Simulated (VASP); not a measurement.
# Ca4PO (Fd-3m) in VASP: single point with PBE

Aim: the single point of Ca4PO with PBE.

Program: VASP 6.6.1. These are calculated values, not measurements. Logs are shortened: lines on timing, memory, paths and dates and some standing lists are left out, and cuts for length are marked.

**1. The cell of the first run**

Symmetry: Fd-3m, No. 227, cubic system. The conventional cell has a = 11.680 Å, b = 11.680 Å, c = 11.680 Å, α = 90.00°, β = 90.00°, γ = 90.00°. Within 3.3 Å of Ca (site symmetry -3m) lie 2 P at 2.53 Å. Ca (site symmetry -3m) has 2 O at 2.53 Å within 3.3 Å. Within 3.3 Å of P (site symmetry -43m) lie 4 Ca at 2.53 Å. Within 3.3 Å of O (site symmetry -43m) lie 4 Ca at 2.53 Å.

**2. Single point, PBE**

INCAR reads:

```
SYSTEM = Ca4PO
ALGO = Normal ; EDIFF = 1E-6
ENCUT = 520 ; GGA = PE
ISIF = 2 ; ISMEAR = 0
LASPH = .TRUE. ; LCHARG = .FALSE.
LREAL = .FALSE. ; LWAVE = .FALSE.
NBANDS = 63 ; NELM = 100
PREC = Accurate ; SIGMA = 0.1
```

KPOINTS reads:

```
k-points
0
G
  6 6 6
  0 0 0
```

POSCAR reads:

```
Ca4PO
1.0
    0.0000000000      5.8401358003      5.8401358003
    5.8401358003      0.0000000000      5.8401358003
    5.8401358003      5.8401358003      0.0000000000
Ca P O
8 2 2
Direct
    0.1250000000      0.1250000000      0.1250000000
    0.6250000000      0.6250000000      0.6250000000
    0.1250000000      0.1250000000      0.6250000000
    0.6250000000      0.6250000000      0.1250000000
    0.1250000000      0.6250000000      0.1250000000
    0.6250000000      0.1250000000      0.6250000000
    0.6250000000      0.1250000000      0.1250000000
    0.1250000000      0.6250000000      0.6250000000
    0.0000000000      0.0000000000      0.0000000000
    0.2500000000      0.2500000000      0.2500000000
    0.5000000000      0.5000000000      0.5000000000
    0.7500000000      0.7500000000      0.7500000000
```

Potentials or basis: VASP PAW PBE potentials, release 64 (Ca_sv, P, O).

Command:

```bash
cat potpaw_PBE.64/Ca_sv/POTCAR potpaw_PBE.64/P/POTCAR potpaw_PBE.64/O/POTCAR > POTCAR
mpirun -np 1 vasp_std > vasp.out
```

OUTCAR:

```text
SYSTEM = Ca4PO
   EDIFF = 1E-6
   ENCUT = 520
   GGA = PE
   ISIF = 2
   ISMEAR = 0
   LASPH = .TRUE.
   LREAL = .FALSE.
   NELM = 100
   PREC = Accurate

 ion  position               nearest neighbor table
   1  0.125  0.125  0.125-   9 2.53  10 2.53
   2  0.625  0.625  0.625-  11 2.53  12 2.53
   3  0.125  0.125  0.625-   9 2.53  10 2.53
   4  0.625  0.625  0.125-  11 2.53  12 2.53
   5  0.125  0.625  0.125-   9 2.53  10 2.53
   6  0.625  0.125  0.625-  11 2.53  12 2.53
   7  0.625  0.125  0.125-   9 2.53  10 2.53
   8  0.125  0.625  0.625-  11 2.53  12 2.53
   9  0.000  0.000  0.000-   3 2.53   5 2.53   7 2.53   1 2.53
  10  0.250  0.250  0.250-   3 2.53   5 2.53   7 2.53   1 2.53
  11  0.500  0.500  0.500-   4 2.53   6 2.53   8 2.53   2 2.53
  12  0.750  0.750  0.750-   4 2.53   6 2.53   8 2.53   2 2.53

  LATTYP: Found a face centered cubic cell.
 ALAT       =    11.6802716006

  Lattice vectors:

 A1 = (   0.0000000000,   5.8401358003,   5.8401358003)
 A2 = (   5.8401358003,   0.0000000000,   5.8401358003)
 A3 = (   5.8401358003,   5.8401358003,   0.0000000000)

Analysis of symmetry for initial positions (statically):
=====================================================================
 Subroutine PRICEL returns:
 Original cell was already a primitive cell.

 Routine SETGRP: Setting up the symmetry group for a
 face centered cubic supercell.

 Subroutine GETGRP returns: Found 48 space group operations
 (whereof 24 operations were pure point group operations)
 out of a pool of 48 trial point group operations.

The static configuration has the point symmetry T_d .
 The point group associated with its full space group is O_h .

Analysis of symmetry for dynamics (positions and initial velocities):
=====================================================================
 Subroutine PRICEL returns:
 Original cell was already a primitive cell.

 Routine SETGRP: Setting up the symmetry group for a
 face centered cubic supercell.

 Subroutine GETGRP returns: Found 48 space group operations
 (whereof 24 operations were pure point group operations)
 out of a pool of 48 trial point group operations.

The dynamic configuration has the point symmetry T_d .
 The point group associated with its full space group is O_h .

 Subroutine INISYM returns: Found 48 space group operations
 (whereof 24 operations are pure point group operations),
 and found     1 'primitive' translations

----------------------------------------------------------------------------------------

                                     Primitive cell

  volume of cell :     398.3812

  direct lattice vectors                    reciprocal lattice vectors
     0.000000000  5.840135800  5.840135800    -0.085614448  0.085614448  0.085614448
     5.840135800  0.000000000  5.840135800     0.085614448 -0.085614448  0.085614448
     5.840135800  5.840135800  0.000000000     0.085614448  0.085614448 -0.085614448

  length of vectors
     8.259199255  8.259199255  8.259199255     0.148288573  0.148288573  0.148288573

  position of ions in fractional coordinates (direct lattice)
     0.125000000  0.125000000  0.125000000
     0.625000000  0.625000000  0.625000000
     0.125000000  0.125000000  0.625000000
     0.625000000  0.625000000  0.125000000
     0.125000000  0.625000000  0.125000000
     0.625000000  0.125000000  0.625000000
     0.625000000  0.125000000  0.125000000
     0.125000000  0.625000000  0.625000000
     0.000000000  0.000000000  0.000000000
     0.250000000  0.250000000  0.250000000
     0.500000000  0.500000000  0.500000000
     0.750000000  0.750000000  0.750000000

  ion indices of the primitive-cell ions
   primitive index   ion index
                 1           1
                 2           2
                 3           3
                 4           4
                 5           5
                 6           6
                 7           7
                 8           8
                 9           9
                10          10
                11          11
                12          12

----------------------------------------------------------------------------------------

 KPOINTS: k-points

Automatic generation of k-mesh.
 Grid dimensions read from file:
 generate k-points for:    6    6    6

 Generating k-lattice:

  Cartesian coordinates                     Fractional coordinates (reciprocal lattice)
    -0.014269075  0.014269075  0.014269075     0.166666667  0.000000000  0.000000000
     0.014269075 -0.014269075  0.014269075     0.000000000  0.166666667  0.000000000
     0.014269075  0.014269075 -0.014269075     0.000000000  0.000000000  0.166666667

  Length of vectors
     0.024714762  0.024714762  0.024714762

  Shift w.r.t. Gamma in fractional coordinates (k-lattice)
     0.000000000  0.000000000  0.000000000

 Subroutine IBZKPT returns following result:
 ===========================================

 Found     16 irreducible k-points:

 Following reciprocal coordinates:
            Coordinates               Weight
  0.000000  0.000000  0.000000      1.000000
  0.166667  0.000000  0.000000      8.000000
  0.333333  0.000000  0.000000      8.000000
  0.500000  0.000000  0.000000      4.000000
  0.166667  0.166667  0.000000      6.000000
  0.333333  0.166667  0.000000     24.000000
[... 8 lines left out ...]
 -0.333333  0.333333  0.166667     24.000000
 -0.333333  0.500000  0.166667     12.000000
   k-points           NKPTS =     16   k-points in BZ     NKDIM =     16   number of bands    NBANDS=     63
   number of dos      NEDOS =    301   number of ions     NIONS =     12
   total plane-waves  NPLWV = 262144
   dimension x,y,z NGX =    64 NGY =   64 NGZ =   64
   dimension x,y,z NGXF=   128 NGYF=  128 NGZF=  128
   ions per type =               8   2   2
   NGX,Y,Z   is equivalent  to a cutoff of  12.88, 12.88, 12.88 a.u.
   NGXF,Y,Z  is equivalent  to a cutoff of  25.76, 25.76, 25.76 a.u.
 SYSTEM =  Ca4PO
   PREC   = accura    normal or accurate (medium, high low for compatibility)
   ISTART =      0    job   : 0-new  1-cont  2-samecut
   ICHARG =      2    charge: 1-file 2-atom 10-const
   ISPIN  =      1    spin polarized calculation?
   LNONCOLLINEAR =      F non collinear calculations
   LSORBIT =      F    spin-orbit coupling
   LASPH  =      T    aspherical Exc in radial PAW
   ENCUT  =  520.0 eV  38.22 Ry    6.18 a.u.  15.36 15.36 15.36*2*pi/ulx,y,z
   NELM   =    100;   NELMIN=  2; NELMDL= -5     # of ELM steps
   EDIFF  = 0.1E-05   stopping-criterion for ELM
   LREAL  =      F    real-space projection
   EDIFFG = 0.1E-04   stopping-criterion for IOM
   NSW    =      0    number of steps for IOM
   IBRION =     -1    ionic relax: 0-MD 1-quasi-New 2-CG
   NFREE  =      0    steps in history (QN), initial steepest desc. (CG)
   ISIF   =      2    stress and relaxation
   ISYM   =      2    0-nonsym 1-usesym 2-fastsym
   POTIM  = 0.5000    time-step for ionic-motion
   TEBEG  =    0.0;   TEEND  =   0.0 temperature during run
   PSTRESS=    0.0 pullay stress
   NELECT =     102.0000    total number of electrons
   NUPDOWN=      -1.0000    fix difference up-down
   EMIN   =  10.00;   EMAX   =-10.00  energy-range for DOS
   EFERMI =   0.00;   METHOD = LEGACY
   ISMEAR =     0;   SIGMA  =   0.10  broadening in eV -4-tet -1-fermi 0-gaus
   EFERMI_NEDOS =   21; number of points for ismear=-14 and -15
   IALGO  =     38    algorithm
   IMIX   =      4    mixing-type and parameters
     AMIX     =   0.40;   BMIX     =  1.00
     AMIX_MAG =   1.60;   BMIX_MAG =  1.00
  volume/ion in A,a.u.               =      33.20       224.03
  Fermi-wavevector in a.u.,A,eV,Ry     =   1.039542  1.964449 14.703096  1.080647
  Thomas-Fermi vector in A             =   2.174077
   LORBIT       =      0    0 simple, 1 ext, 2 COOP (PROOUT), +10 PAW based schemes
   GGA     = PE    functional components
   LHFCALC =     F    Hartree Fock is set to
   AEXX    =    0.0000 exact exchange contribution
   IVDW    =     0    specifies the selected vdW correction
   LEPSILON=     F    determine dielectric tensor
   LRPA    =     F    only Hartree local field effects (RPA)
 non-spin polarized calculation
 Gauss-broadening in eV      SIGMA  =   0.10
  energy-cutoff  :      520.00
  volume of cell :      398.38
 maximum number of plane-waves:     10777
 NGX is ok and might be reduce to    64
   NGX = 31   NGY = 31   NGZ = 31

 number of electron     102.0000007 magnetization

 Free energy of the ion-electron system (eV)
  ---------------------------------------------------
  ext. energy  EPLUGINS =         0.00000000
  ---------------------------------------------------
  free energy    TOTEN  =       -46.29530756 eV

  energy without entropy =      -46.24713552  energy(sigma->0) =      -46.27122154

 E-fermi :   2.1213     XC(G=0):  -7.7659

 val. band max:        2.0986379266   @ k =   0.5000   0.3333   0.1667
 cond. band min:       2.1287013081   @ k =   0.0000   0.0000   0.0000
 fundamental gap:      0.0300633814
 Fermi energy:         2.1213469222

 k-point     1 :       0.0000    0.0000    0.0000
  band No.  band energies     occupation
      1     -39.8439      2.00000
      2     -39.8391      2.00000
      3     -39.8391      2.00000
      4     -39.8391      2.00000
      5     -38.9214      2.00000
      6     -38.9149      2.00000
[... 55 lines left out ...]
     62       4.0481      0.00000
     63       4.3909      0.00000

 k-point     2 :       0.1667    0.0000    0.0000
  band No.  band energies     occupation
      1     -39.8437      2.00000
      2     -39.8393      2.00000
      3     -39.8391      2.00000
      4     -39.8391      2.00000
      5     -38.9211      2.00000
      6     -38.9152      2.00000
[... 55 lines left out ...]
     62       3.8929      0.00000
     63       4.4361      0.00000

 k-point     3 :       0.3333    0.0000    0.0000
  band No.  band energies     occupation
      1     -39.8431      2.00000
      2     -39.8399      2.00000
      3     -39.8391      2.00000
      4     -39.8391      2.00000
      5     -38.9203      2.00000
      6     -38.9160      2.00000
[... 847 lines left out ...]
     62       3.9576      0.00000
     63       3.9744      0.00000

 k-point    16 :      -0.3333    0.5000    0.1667
  band No.  band energies     occupation
      1     -39.8415      2.00000
      2     -39.8415      2.00000
      3     -39.8391      2.00000
      4     -39.8391      2.00000
      5     -38.9181      2.00000
      6     -38.9181      2.00000
[... 55 lines left out ...]
     62       3.9326      0.00000
     63       3.9600      0.00000

------------------------ aborting loop because EDIFF is reached ----------------------------------------

  FORCE on cell =-STRESS in cart. coord.  units (eV):
  Direction    XX          YY          ZZ          XY          YZ          ZX
  --------------------------------------------------------------------------------------
  -------------------------------------------------------------------------------------
  Total        0.2743671      0.2743671      0.2743671     -0.0000000     -0.0000000      0.0000000
  in kB        1.1034274      1.1034274      1.1034274     -0.0000000     -0.0000000      0.0000000
  external PRESSURE =       1.1034274 kB  Pullay stress =       0.0000000 kB

 VOLUME and BASIS-vectors are now :
 -----------------------------------------------------------------------------
  energy-cutoff  :      520.00
  volume of cell :      398.38
      direct lattice vectors                 reciprocal lattice vectors
     0.000000000  5.840135800  5.840135800    -0.085614448  0.085614448  0.085614448
     5.840135800  0.000000000  5.840135800     0.085614448 -0.085614448  0.085614448
     5.840135800  5.840135800  0.000000000     0.085614448  0.085614448 -0.085614448

 POSITION                                       TOTAL-FORCE (eV/Angst)
 -----------------------------------------------------------------------------------
      1.46003      1.46003      1.46003         0.000000     -0.000000     -0.000000
      7.30017      7.30017      7.30017         0.000000     -0.000000     -0.000000
      4.38010      4.38010      1.46003         0.000000     -0.000000     -0.000000
      4.38010      4.38010      7.30017         0.000000     -0.000000     -0.000000
      4.38010      1.46003      4.38010         0.000000     -0.000000     -0.000000
      4.38010      7.30017      4.38010         0.000000     -0.000000     -0.000000
      1.46003      4.38010      4.38010         0.000000     -0.000000     -0.000000
      7.30017      4.38010      4.38010         0.000000     -0.000000     -0.000000
      0.00000      0.00000      0.00000        -0.000000     -0.000000     -0.000000
      2.92007      2.92007      2.92007         0.000000      0.000000      0.000000
      5.84014      5.84014      5.84014        -0.000000     -0.000000     -0.000000
      8.76020      8.76020      8.76020         0.000000      0.000000      0.000000
 -----------------------------------------------------------------------------------
    total drift:                                0.000000      0.000000     -0.000000

  FREE ENERGIE OF THE ION-ELECTRON SYSTEM (eV)
  ---------------------------------------------------
  free  energy   TOTEN  =       -46.2953075562 eV

  energy  without entropy=      -46.2471355219  energy(sigma->0) =      -46.27122154
```

It took 26 min on 1 thread of AMD EPYC 7R13, shared host; peak memory 0.73 GiB.

What came out:

- Free energy: -46.2953 eV
- Pressure: 0.1 GPa
- Band gap on the k mesh: zero (band 51 reaches 2.25 eV, above the bottom of band 52 at 1.78 eV)
